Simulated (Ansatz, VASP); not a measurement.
## One calculation of Ge, two programs

The input INCAR:

```
  ALGO = Normal
  EDIFF = 1E-6
  ENCUT = 520
  GGA = PS
  ISIF = 2
  ISMEAR = -1
  LASPH = True
  LCHARG = False
  LREAL = False
  LWAVE = False
  NBANDS = 36
  NELM = 60
  PREC = Accurate
  SIGMA = 0.05
```

Contents of KPOINTS:

```
k-points
0
Gamma
  11 11 6
```

Contents of POSCAR:

```
Ge
1.0
    4.1175134184      0.0000000000      0.0000000000
   -2.0587567092      3.5658712208      0.0000000000
    0.0000000000      0.0000000000      6.5993779500
Ge
4
Direct
    0.6666666667      0.3333333333      0.0629012500
    0.3333333333      0.6666666667      0.5629012500
    0.6666666667      0.3333333333      0.4370987500
    0.3333333333      0.6666666667      0.9370987500
```

Input for Ansatz:

```yaml
crystal:
  lattice:
    - [4.1175134184, 0.0, 0.0]
    - [-2.0587567092, 3.5658712208, 0.0]
    - [0.0, 0.0, 6.59937795]
  atoms:
    - { symbol: Ge, position: [0.6666666667, 0.3333333333, 0.06290125] }
    - { symbol: Ge, position: [0.3333333333, 0.6666666667, 0.56290125] }
    - { symbol: Ge, position: [0.6666666667, 0.3333333333, 0.43709875] }
    - { symbol: Ge, position: [0.3333333333, 0.6666666667, 0.93709875] }
kpoints:
  mp_grid: { grid: [11, 11, 6] }
  band_path:
    path:
      - [0.0, 0.0, 0.0]
      - [0.5, 0.0, 0.0]
      - [0.3333333333, 0.3333333333, 0.0]
      - [0.0, 0.0, 0.0]
      - [0.0, 0.0, 0.5]
      - [0.5, 0.0, 0.5]
      - [0.3333333333, 0.3333333333, 0.5]
      - [0.0, 0.0, 0.5]
      - [0.5, 0.0, 0.5]
    npoints: 5
scf:
  occupations: { method: fermi_dirac, width: 0.05 }
hamiltonian:
  xc: pbesol
  pseudopotentials: { kind: all_electron, lapw: { basis_error: 0.001 } }
output:
  forces: true
  stress: true
  eigenvalues: true
```

Change from the starting cell: equal xx and yy strain of +3 %.

Alike in both runs: task single point; functional PBEsol; k mesh 11 × 11 × 6; occupations fermi-dirac, width 0.05 eV; no spin polarisation.

|  | VASP | Ansatz |
| --- | --- | --- |
| version | VASP 6.6.1 | Ansatz 0.2.0 |
| potentials or method | VASP PAW PBE potentials, release 64 (Ge_d), cutoff 520 eV | all-electron LAPW, scalar-relativistic |

Ansatz gave:

| Property | Result |
| --- | --- |
| pressure (GPa) | -3.4 |
| traceless stress, the component that is largest in VASP (GPa) | 2.88 |
| rms of the force components (eV/Å) | 0.148 |

Task: Estimate VASP's values.

Result: Pressure (GPa): -3.5; traceless stress, the component that is largest in VASP (GPa): 2.89; rms of the force components (eV/Å): 0.147.

VASP's potentials were made for PBE, not for PBEsol. Atom by atom the forces differ by 0.001 eV/Å (rms over components). Ansatz ran all-electron here, and VASP with PAW potentials.
